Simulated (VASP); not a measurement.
# S (Fm-3m) in VASP: a series of runs

The runs below take S through single point, with PBEsol.

Program: VASP 6.6.1. These are calculated values, not measurements. Logs are shortened: lines on timing, memory, paths and dates and some standing lists are left out, and cuts for length are marked.

## (1) The cell of the first run

The structure is cubic, space group Fm-3m (No. 225). The conventional cell has a = 3.294 Å, b = 3.294 Å, c = 3.294 Å, α = 90.00°, β = 90.00°, γ = 90.00°. Within 3.1 Å of S (site symmetry m-3m) lie 12 S at 2.33 Å.

## (2) Single point, PBEsol (volume scaled by 0.599, to set the pressure)

INCAR reads:

```
PREC = Accurate ; ENCUT = 500
EDIFF = 1E-6 ; ISMEAR = -1
SIGMA = 0.05 ; LREAL = F
LASPH = T ; NELM = 120
ALGO = Normal ; ISIF = 2
LWAVE = F ; LCHARG = F
GGA = PS ; NBANDS = 9
GGA_COMPAT = F
```

KPOINTS reads:

```
Automatic mesh
0
Gamma
  19 19 19
```

POSCAR reads:

```
S
1.0
    0.0000000000      1.6468649580      1.6468649580
    1.6468649580      0.0000000000      1.6468649580
    1.6468649580      1.6468649580      0.0000000000
S
1
Direct
    0.0000000000      0.0000000000      0.0000000000
```

Potentials or basis: VASP PAW PBE potentials, release 64 (S).

The run is started by

```bash
> cat potpaw_PBE.64/S/POTCAR > POTCAR
> mpirun -np 1 vasp_std > vasp.out
```

OUTCAR:

```text
PREC = Accurate
   ENCUT = 500
   EDIFF = 1E-6
   ISMEAR = -1
   LREAL = F
   LASPH = T
   NELM = 120
   ISIF = 2
   GGA = PS

 ion  position               nearest neighbor table
   1  0.000  0.000  0.000-

  LATTYP: Found a face centered cubic cell.
 ALAT       =     3.2937299160

  Lattice vectors:

 A1 = (   0.0000000000,   1.6468649580,   1.6468649580)
 A2 = (   1.6468649580,   0.0000000000,   1.6468649580)
 A3 = (   1.6468649580,   1.6468649580,   0.0000000000)

Analysis of symmetry for initial positions (statically):
=====================================================================
 Subroutine PRICEL returns:
 Original cell was already a primitive cell.

 Routine SETGRP: Setting up the symmetry group for a
 face centered cubic supercell.

 Subroutine GETGRP returns: Found 48 space group operations
 (whereof 48 operations were pure point group operations)
 out of a pool of 48 trial point group operations.

The static configuration has the point symmetry O_h .

Analysis of symmetry for dynamics (positions and initial velocities):
=====================================================================
 Subroutine PRICEL returns:
 Original cell was already a primitive cell.

 Routine SETGRP: Setting up the symmetry group for a
 face centered cubic supercell.

 Subroutine GETGRP returns: Found 48 space group operations
 (whereof 48 operations were pure point group operations)
 out of a pool of 48 trial point group operations.

The dynamic configuration has the point symmetry O_h .

 Subroutine INISYM returns: Found 48 space group operations
 (whereof 48 operations are pure point group operations),
 and found     1 'primitive' translations

----------------------------------------------------------------------------------------

                                     Primitive cell

  volume of cell :       8.9331

  direct lattice vectors                    reciprocal lattice vectors
     0.000000000  1.646864958  1.646864958    -0.303607164  0.303607164  0.303607164
     1.646864958  0.000000000  1.646864958     0.303607164 -0.303607164  0.303607164
     1.646864958  1.646864958  0.000000000     0.303607164  0.303607164 -0.303607164

  length of vectors
     2.329018759  2.329018759  2.329018759     0.525863034  0.525863034  0.525863034

  position of ions in fractional coordinates (direct lattice)
     0.000000000  0.000000000  0.000000000

  ion indices of the primitive-cell ions
   primitive index   ion index
                 1           1

----------------------------------------------------------------------------------------

 KPOINTS: Automatic mesh

Automatic generation of k-mesh.
 Grid dimensions read from file:
 generate k-points for:   19   19   19

 Generating k-lattice:

  Cartesian coordinates                     Fractional coordinates (reciprocal lattice)
    -0.015979324  0.015979324  0.015979324     0.052631579  0.000000000  0.000000000
     0.015979324 -0.015979324  0.015979324     0.000000000  0.052631579  0.000000000
     0.015979324  0.015979324 -0.015979324     0.000000000  0.000000000  0.052631579

  Length of vectors
     0.027677002  0.027677002  0.027677002

  Shift w.r.t. Gamma in fractional coordinates (k-lattice)
     0.000000000  0.000000000  0.000000000

 Subroutine IBZKPT returns following result:
 ===========================================

 Found    220 irreducible k-points:

 Following reciprocal coordinates:
            Coordinates               Weight
  0.000000  0.000000  0.000000      1.000000
  0.052632  0.000000  0.000000      8.000000
  0.105263  0.000000  0.000000      8.000000
  0.157895  0.000000  0.000000      8.000000
  0.210526  0.000000  0.000000      8.000000
  0.263158  0.000000  0.000000      8.000000
[... 16 lines left out ...]
 -0.315789  0.052632  0.000000     24.000000
 -0.263158  0.052632  0.000000     24.000000
 [... further k-points ...]
   k-points           NKPTS =    220   k-points in BZ     NKDIM =    220   number of bands    NBANDS=      9
   number of dos      NEDOS =    301   number of ions     NIONS =      1
   total plane-waves  NPLWV =   5832
   dimension x,y,z NGX =    18 NGY =   18 NGZ =   18
   dimension x,y,z NGXF=    36 NGYF=   36 NGZF=   36
   ions per type =               1
   NGX,Y,Z   is equivalent  to a cutoff of  12.85, 12.85, 12.85 a.u.
   NGXF,Y,Z  is equivalent  to a cutoff of  25.70, 25.70, 25.70 a.u.
 SYSTEM =  unknown system
   PREC   = accura    normal or accurate (medium, high low for compatibility)
   ISTART =      0    job   : 0-new  1-cont  2-samecut
   ICHARG =      2    charge: 1-file 2-atom 10-const
   ISPIN  =      1    spin polarized calculation?
   LNONCOLLINEAR =      F non collinear calculations
   LSORBIT =      F    spin-orbit coupling
   LASPH  =      T    aspherical Exc in radial PAW
   ENCUT  =  500.0 eV  36.75 Ry    6.06 a.u.   4.25  4.25  4.25*2*pi/ulx,y,z
   NELM   =    120;   NELMIN=  2; NELMDL= -5     # of ELM steps
   EDIFF  = 0.1E-05   stopping-criterion for ELM
   LREAL  =      F    real-space projection
   EDIFFG = 0.1E-04   stopping-criterion for IOM
   NSW    =      0    number of steps for IOM
   IBRION =     -1    ionic relax: 0-MD 1-quasi-New 2-CG
   NFREE  =      0    steps in history (QN), initial steepest desc. (CG)
   ISIF   =      2    stress and relaxation
   ISYM   =      2    0-nonsym 1-usesym 2-fastsym
   POTIM  = 0.5000    time-step for ionic-motion
   TEBEG  =    0.0;   TEEND  =   0.0 temperature during run
   PSTRESS=    0.0 pullay stress
   NELECT =       6.0000    total number of electrons
   NUPDOWN=      -1.0000    fix difference up-down
   EMIN   =  10.00;   EMAX   =-10.00  energy-range for DOS
   EFERMI =   0.00;   METHOD = LEGACY
   ISMEAR =    -1;   SIGMA  =   0.05  broadening in eV -4-tet -1-fermi 0-gaus
   EFERMI_NEDOS =   21; number of points for ismear=-14 and -15
   IALGO  =     38    algorithm
   IMIX   =      4    mixing-type and parameters
     AMIX     =   0.40;   BMIX     =  1.00
     AMIX_MAG =   1.60;   BMIX_MAG =  1.00
  volume/ion in A,a.u.               =       8.93        60.28
  Fermi-wavevector in a.u.,A,eV,Ry     =   1.433697  2.709294 27.966585  2.055486
  Thomas-Fermi vector in A             =   2.553186
   LORBIT       =      0    0 simple, 1 ext, 2 COOP (PROOUT), +10 PAW based schemes
   GGA     = PS    functional components
   LHFCALC =     F    Hartree Fock is set to
   AEXX    =    0.0000 exact exchange contribution
   IVDW    =     0    specifies the selected vdW correction
   LEPSILON=     F    determine dielectric tensor
   LRPA    =     F    only Hartree local field effects (RPA)
 non-spin polarized calculation
  energy-cutoff  :      500.00
  volume of cell :        8.93
 maximum number of plane-waves:       259
 NGX is ok and might be reduce to    18
   NGX =  9   NGY =  9   NGZ =  9

 number of electron       5.9999998 magnetization

 Free energy of the ion-electron system (eV)
  ---------------------------------------------------
  ext. energy  EPLUGINS =         0.00000000
  ---------------------------------------------------
  free energy    TOTEN  =        -1.67234808 eV

  energy without entropy =       -1.66786367  energy(sigma->0) =       -1.67010588

 E-fermi :  18.0046     XC(G=0): -14.0999

 val. band max:       17.9906865424   @ k =   0.3158   0.2632   0.0526
 cond. band min:      18.0084925932   @ k =   0.2632   0.1579   0.0526
 fundamental gap:      0.0178060508
 Fermi energy:        18.0046433731

 k-point     1 :       0.0000    0.0000    0.0000
  band No.  band energies     occupation
      1      -6.4962      2.00000
      2      25.6832      0.00000
      3      25.6832      0.00000
      4      25.6832      0.00000
      5      30.2201      0.00000
      6      30.2201      0.00000
      7      30.2201      0.00000
      8      38.9393      0.00000
      9      39.0743      0.00000

 k-point     2 :       0.0526    0.0000    0.0000
  band No.  band energies     occupation
      1      -6.3887      2.00000
      2      24.5632      0.00000
      3      25.4535      0.00000
      4      25.4535      0.00000
      5      30.5473      0.00000
      6      30.5678      0.00000
      7      30.5678      0.00000
      8      38.6387      0.00000
      9      38.6388      0.00000

 k-point     3 :       0.1053    0.0000    0.0000
  band No.  band energies     occupation
      1      -6.0665      2.00000
      2      22.1779      0.00000
      3      24.9322      0.00000
      4      24.9322      0.00000
      5      30.8854      0.00000
      6      31.3803      0.00000
      7      31.3803      0.00000
      8      37.6944      0.00000
      9      37.6944      0.00000

 k-point     4 :       0.1579    0.0000    0.0000
  band No.  band energies     occupation
      1      -5.5306      2.00000
      2      19.4183      0.00000
      3      24.3526      0.00000
      4      24.3526      0.00000
      5      30.9617      0.00000
      6      32.1426      0.00000
      7      32.1426      0.00000
      8      36.9663      0.00000
      9      36.9663      0.00000
[... 205 lines left out ...]
 k-point    22 :      -0.3684    0.0526    0.0000
  band No.  band energies     occupation
      1      -0.7213      2.00000
      2       8.0145      2.00000
      3      21.5001      0.00000
      4      23.1347      0.00000
      5      29.5111      0.00000
      6      29.7278      0.00000
      7      31.2884      0.00000
      8      38.5822      0.00000
      9      42.0690      0.00000

 k-point    23 :      -0.3158    0.0526    0.0000
  band No.  band energies     occupation
      1      -2.1395      2.00000
      2      10.4351      2.00000
      3      21.5336      0.00000
      4      23.5589      0.00000
      5      29.9926      0.00000
      6      30.6132      0.00000
      7      31.2613      0.00000
      8      39.3010      0.00000
      9      39.8343      0.00000

 k-point    24 :      -0.2632    0.0526    0.0000
  band No.  band energies     occupation
      1      -3.3669      2.00000
      2      13.0235      2.00000
      3      21.7125      0.00000
      4      24.0221      0.00000
      5      30.6887      0.00000
      6      31.2581      0.00000
      7      31.6219      0.00000
      8      37.7871      0.00000
      9      39.4701      0.00000

 [... further k-points ...]
[... 5 lines left out ...]
  --------------------------------------------------------------------------------------
  -------------------------------------------------------------------------------------
  Total        7.5216188      7.5216188      7.5216188     -0.0000000     -0.0000000      0.0000000
  in kB     1349.0186089   1349.0186089   1349.0186089     -0.0000000     -0.0000000      0.0000000
  external PRESSURE =    1349.0186089 kB  Pullay stress =       0.0000000 kB

 VOLUME and BASIS-vectors are now :
 -----------------------------------------------------------------------------
  energy-cutoff  :      500.00
  volume of cell :        8.93
      direct lattice vectors                 reciprocal lattice vectors
     0.000000000  1.646864958  1.646864958    -0.303607164  0.303607164  0.303607164
     1.646864958  0.000000000  1.646864958     0.303607164 -0.303607164  0.303607164
     1.646864958  1.646864958  0.000000000     0.303607164  0.303607164 -0.303607164

 POSITION                                       TOTAL-FORCE (eV/Angst)
 -----------------------------------------------------------------------------------
      0.00000      0.00000      0.00000         0.000000      0.000000     -0.000000
 -----------------------------------------------------------------------------------
    total drift:                               -0.000000     -0.000000     -0.000000

  FREE ENERGIE OF THE ION-ELECTRON SYSTEM (eV)
  ---------------------------------------------------
  free  energy   TOTEN  =        -1.6723480830 eV

  energy  without entropy=       -1.6678636699  energy(sigma->0) =       -1.67010588
```

Run time: 20 s. Hardware: 1 thread of Intel Xeon 8259CL, shared host; peak memory 0.13 GiB.

What came out:

```yaml
Free_energy: -1.6723 eV
Pressure: 134.9 GPa
Band_gap_on_the_k_mesh: zero (band 3 reaches 25.68 eV, above the bottom of band 4 at 12.00 eV)
```

Caveat: the cell differs from its parent crystal (volume scaled by 0.599, to set the pressure); the PAW data sets were made with another functional, which shifts forces and pressure a little.

## (3) Single point, PBEsol

This run uses another cell than the first one, of 8.85 Å³/atom, 0.991 times its volume.

INCAR reads:

```
SYSTEM = S
PREC     = Accurate       ! precision mode
ENCUT    = 500            ! plane-wave cutoff, eV
EDIFF    = 1E-6           ! SCF threshold, eV
ISMEAR   = -1             ! smearing method
SIGMA    = 0.05           ! smearing width, eV
LREAL    = .FALSE.        ! projectors in reciprocal space
LASPH    = .TRUE.         ! aspherical terms in the spheres
NELM     = 120            ! most SCF steps
ALGO     = Normal         ! electronic algorithm
ISIF     = 2              ! what is computed and relaxed
LWAVE    = .FALSE.        ! write WAVECAR
LCHARG   = .FALSE.        ! write CHGCAR
GGA      = PS             ! functional
NBANDS   = 9              ! bands
GGA_COMPAT= .FALSE.
```

KPOINTS reads:

```
Automatic mesh
0
G
  19 19 19
  0 0 0
```

POSCAR reads:

```
S
1.0
    0.0000000000      1.6419060646      1.6419060646
    1.6419060646      0.0000000000      1.6419060646
    1.6419060646      1.6419060646      0.0000000000
S
1
Direct
    0.0000000000      0.0000000000      0.0000000000
```

Potentials or basis: VASP PAW PBE potentials, release 64 (S).

The run is started by

```bash
> cat potpaw_PBE.64/S/POTCAR > POTCAR
> mpirun -np 1 vasp_std > vasp.out
```

OUTCAR:

```text
SYSTEM = S
   PREC = Accurate
   ENCUT = 500
   EDIFF = 1E-6
   ISMEAR = -1
   LREAL = .FALSE.
   LASPH = .TRUE.
   NELM = 120
   ISIF = 2
   GGA = PS

 ion  position               nearest neighbor table
   1  0.000  0.000  0.000-

  LATTYP: Found a face centered cubic cell.
 ALAT       =     3.2838121292

  Lattice vectors:

 A1 = (   0.0000000000,   1.6419060646,   1.6419060646)
 A2 = (   1.6419060646,   0.0000000000,   1.6419060646)
 A3 = (   1.6419060646,   1.6419060646,   0.0000000000)

[... 456 lines left out ...]
  band No.  band energies     occupation
      1      -3.2942      2.00000
      2      13.1914      2.00000
      3      21.9564      0.00000
      4      24.3039      0.00000
      5      30.9003      0.00000
      6      31.5346      0.00000
      7      31.8600      0.00000
      8      38.0588      0.00000
      9      39.7521      0.00000

 [... further k-points ...]
[... 5 lines left out ...]
  --------------------------------------------------------------------------------------
  -------------------------------------------------------------------------------------
  Total        7.7165588      7.7165588      7.7165588      0.0000000     -0.0000000      0.0000000
  in kB     1396.5591483   1396.5591483   1396.5591483      0.0000000     -0.0000000      0.0000000
  external PRESSURE =    1396.5591483 kB  Pullay stress =       0.0000000 kB

 VOLUME and BASIS-vectors are now :
 -----------------------------------------------------------------------------
  energy-cutoff  :      500.00
  volume of cell :        8.85
      direct lattice vectors                 reciprocal lattice vectors
     0.000000000  1.641906065  1.641906065    -0.304524120  0.304524120  0.304524120
     1.641906065  0.000000000  1.641906065     0.304524120 -0.304524120  0.304524120
     1.641906065  1.641906065  0.000000000     0.304524120  0.304524120 -0.304524120

 POSITION                                       TOTAL-FORCE (eV/Angst)
 -----------------------------------------------------------------------------------
      0.00000      0.00000      0.00000         0.000000      0.000000      0.000000
 -----------------------------------------------------------------------------------
    total drift:                                0.000000     -0.000000     -0.000000

  FREE ENERGIE OF THE ION-ELECTRON SYSTEM (eV)
  ---------------------------------------------------
  free  energy   TOTEN  =        -1.6033430273 eV

  energy  without entropy=       -1.5988870105  energy(sigma->0) =       -1.60111502
```

OSZICAR:

```text
N       E                     dE             d eps       ncg     rms          rms(c)
DAV:   1     0.671559125292E+01    0.67156E+01   -0.33201E+03  4360   0.577E+02
DAV:   2    -0.149344487785E+01   -0.82090E+01   -0.78171E+01  5933   0.790E+01
DAV:   3    -0.160451992331E+01   -0.11108E+00   -0.10971E+00  4527   0.717E+00
DAV:   4    -0.160465654448E+01   -0.13662E-03   -0.13661E-03  5124   0.290E-01
DAV:   5    -0.160465661201E+01   -0.67533E-07   -0.68101E-07  4567   0.557E-03    0.254E+01
DAV:   6    -0.160365863751E+01    0.99797E-03   -0.59150E-04  4476   0.160E-01    0.153E+01
DAV:   7    -0.160334623923E+01    0.31240E-03   -0.11824E-03  4158   0.233E-01    0.809E-02
DAV:   8    -0.160334289793E+01    0.33413E-05   -0.16045E-05  4312   0.313E-02    0.387E-02
DAV:   9    -0.160334302728E+01   -0.12935E-06   -0.45805E-06  4206   0.127E-02
   1 F= -.16033430E+01 E0= -.16011150E+01  d E =-.445602E-02
```

Run time: 18 s. Hardware: 1 thread of Intel Xeon 8259CL, shared host; peak memory 0.12 GiB.

Results:

```
Free energy            : -1.6033 eV
Pressure               : 139.7 GPa
Band gap on the k mesh : zero (band 3 reaches 25.99 eV, above the bottom of band 4 at 12.13 eV)
```

Caveat: the PAW data sets were made with another functional, which shifts forces and pressure a little.

## (4) Single point, PBEsol

This run uses another cell than the first one, of 8.86 Å³/atom, 0.992 times its volume.

INCAR reads:

```
ALGO = Normal
EDIFF = 1E-6
ENCUT = 500
GGA = PS
GGA_COMPAT = F
ISIF = 2
ISMEAR = -1
LASPH = T
LCHARG = F
LREAL = F
LWAVE = F
NBANDS = 9
NELM = 120
PREC = Accurate
SIGMA = 0.05
```

KPOINTS reads:

```
k-points
0
Gamma
  19 19 19
```

POSCAR reads:

```
S
1.0
    0.0000000000      1.6423148162      1.6423148162
    1.6423148162      0.0000000000      1.6423148162
    1.6423148162      1.6423148162      0.0000000000
S
1
Direct
    0.0000000000      0.0000000000      0.0000000000
```

The run is started by

```bash
> cat potpaw_PBE.64/S/POTCAR > POTCAR
> mpirun -np 1 vasp_std > vasp.out
```

It took 20 s on 1 thread of Intel Xeon 8259CL, shared host; peak memory 0.12 GiB.

The run converged. Its results:

```yaml
Free_energy: -1.6091 eV
Pressure: 139.3 GPa
Band_gap_on_the_k_mesh: zero (band 3 reaches 25.96 eV, above the bottom of band 4 at 12.12 eV)
```

Levels at points of the mesh, in eV from the Fermi level:
```tsv
k point	band 1	band 2	band 3	band 4	band 5	band 6
(0.00, 0.00, 0.00)	-24.64	7.77	7.77	7.77	12.22	12.22
```

Caveat: the PAW data sets were made with another functional, which shifts forces and pressure a little.

## (5) Single point, PBEsol

This run uses another cell than the first one, of 14.91 Å³/atom, 1.669 times its volume.

INCAR reads:

```
  PREC = Accurate
  ENCUT = 500
  EDIFF = 1E-6
  ISMEAR = -1
  SIGMA = 0.05
  LREAL = F
  LASPH = T
  NELM = 120
  ALGO = Normal
  ISIF = 2
  LWAVE = F
  LCHARG = T
  GGA = PS
  LELF = T
  LVHAR = T
  NBANDS = 9
  GGA_COMPAT = F
```

KPOINTS reads:

```
Automatic mesh
0
Gamma
  17 17 17
```

POSCAR reads:

```
S
1.0
    0.0000000000      1.9536602845      1.9536602845
    1.9536602845      0.0000000000      1.9536602845
    1.9536602845      1.9536602845      0.0000000000
S
1
Direct
    0.0000000000      0.0000000000      0.0000000000
```

The run is started by

```bash
> cat potpaw_PBE.64/S/POTCAR > POTCAR
> mpirun -np 1 vasp_std > vasp.out
```

Run time: 22 s. Hardware: 1 thread of Intel Xeon 8259CL, shared host; peak memory 0.13 GiB.

Results (log left out):

```yaml
Free_energy: -3.3380 eV
Pressure: 0.0 GPa
Band_gap_on_the_k_mesh: zero (band 3 reaches 11.85 eV, above the bottom of band 4 at 5.63 eV)
```

Levels at points of the mesh, in eV from the Fermi level:
| k point | band 1 | band 2 | band 3 | band 4 | band 5 | band 6 |
| --- | --- | --- | --- | --- | --- | --- |
| (0.00, 0.00, 0.00) | -17.33 | 3.58 | 3.58 | 3.58 | 12.16 | 12.16 |

Caveat: the PAW data sets were made with another functional, which shifts forces and pressure a little.

## (6) Summary

| cell | k mesh | gap on the mesh (eV) | pressure (GPa) |
| --- | --- | --- | --- |
| a = 2.329 Å, angles 60.0°, 1 atom | 19 × 19 × 19 | none | 134.9 |
| a = 2.322 Å, angles 60.0°, 1 atom | 19 × 19 × 19 | none | 139.7 |
| a = 2.323 Å, angles 60.0°, 1 atom | 19 × 19 × 19 | none | 139.3 |
| a = 2.763 Å, angles 60.0°, 1 atom | 17 × 17 × 17 | none | 0.0 |

Alike in all rows: task single point; level PBEsol; potentials or basis VASP PAW PBE potentials, release 64 (S); no spin polarisation; cutoff (eV) 500; smearing fermi-dirac 0.05 eV.

Caveats: the PAW data sets were made with another functional, which shifts forces and pressure a little.

Total energies depend on the potentials used, so only differences within one code and one set of settings carry meaning.
